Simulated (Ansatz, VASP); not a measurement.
# Two plane-wave programs on MgF2

```
Mg F
1.0
     4.62202    0.00000    0.00000
     0.00000    4.62202    0.00000
     0.00000    0.00000    3.04611
Mg F
2 4
Direct
  0.00000 0.00000 0.00000
  0.50000 0.50000 0.50000
  0.30295 0.30295 0.00000
  0.19705 0.80295 0.50000
  0.69705 0.69705 0.00000
  0.80295 0.19705 0.50000
```

Alike in both runs: task single point; functional PBEsol; k mesh 4 × 4 × 4; no spin polarisation.

|  | VASP | Ansatz |
| --- | --- | --- |
| version | VASP 6.6.1 | Ansatz 0.2.0 |
| potentials or method | VASP PAW PBE potentials, release 64 (Mg, F) | plane waves, PAW |
| plane-wave cutoff (eV) | 600 | 420 |
| occupations | gaussian, width 0.01 eV | fixed |
| valence electrons in the cell | 32 | 48 |

```csv
,VASP,Ansatz,Ansatz less VASP
gap on the k mesh at the Fermi level (eV),6.95,6.98,+0.028
```

VASP's potentials were made for PBE, not for PBEsol. VASP's potentials hold 32 valence electrons a cell and Ansatz's 48, so a difference there can come from the potentials and not from the codes.

The k mesh is coarse, so the values compare programs but aren't converged.
